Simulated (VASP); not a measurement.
Here is a VASP 6.6.1 calculation.

File POSCAR:

```
MgSnSb2
1.0
    4.5761302350      0.0000000000      0.0000000000
    0.0000000000      4.5761302350      0.0000000000
    0.0000000000      0.0000000000      6.5339542659
Mg Sb Sn
1 2 1
Direct
    0.0000000000      0.0000000000      0.0000000000
    0.0000000000      0.5000000000      0.2426255068
    0.5000000000      0.0000000000      0.7573744932
    0.5000000000      0.5000000000      0.5000000000
```

The input INCAR.step1:

```
PREC = Accurate
ENCUT = 660
ISMEAR = -1
SIGMA = 0.03
LREAL = False
LASPH = True
NELM = 120
NBANDS = 21
GGA = PE
ALGO = Normal
EDIFF = 1E-5
LWAVE = True
LCHARG = False
GGA_COMPAT = False
```

The input INCAR.step2:

```
PREC = Accurate
ENCUT = 660
EDIFF = 1E-6
ISMEAR = -1
SIGMA = 0.03
LREAL = False
LASPH = True
NELM = 120
ALGO = Normal
ISIF = 2
LWAVE = False
LCHARG = True
METAGGA = R2SCAN
LMIXTAU = True
LUSE_VDW = True
IVDW_NL = 2
BPARAM = 11.95
CPARAM = 0.0093
LELF = True
LVHAR = True
NBANDS = 21
ISTART = 1
GGA_COMPAT = False
```

The input KPOINTS:

```
regular mesh
0
Gamma
  6 6 4
```

Potentials or basis: VASP PAW PBE potentials, release 64 (Mg, Sb, Sn_d).

The run is started by

```console
$ cat potpaw_PBE.64/Mg/POTCAR potpaw_PBE.64/Sb/POTCAR potpaw_PBE.64/Sn_d/POTCAR > POTCAR
$ cp INCAR.step1 INCAR
$ mpirun -np 1 vasp_std > vasp.out
$ cp INCAR.step2 INCAR
$ mpirun -np 1 vasp_std > vasp.out
```

**Question.** Predict the pressure.

**Answer.** 0.2 GPa.

**Question.** Predict the largest force.

**Answer.** 0.025 eV/Å.

Forces on the atoms (eV/Å):
```
Mg   0.000  0.000  0.000
Sb   0.000  0.000 -0.025
Sb   0.000  0.000  0.025
Sn   0.000  0.000  0.000
```

Caveat: the PAW data sets were made with another functional, which shifts forces and pressure a little.
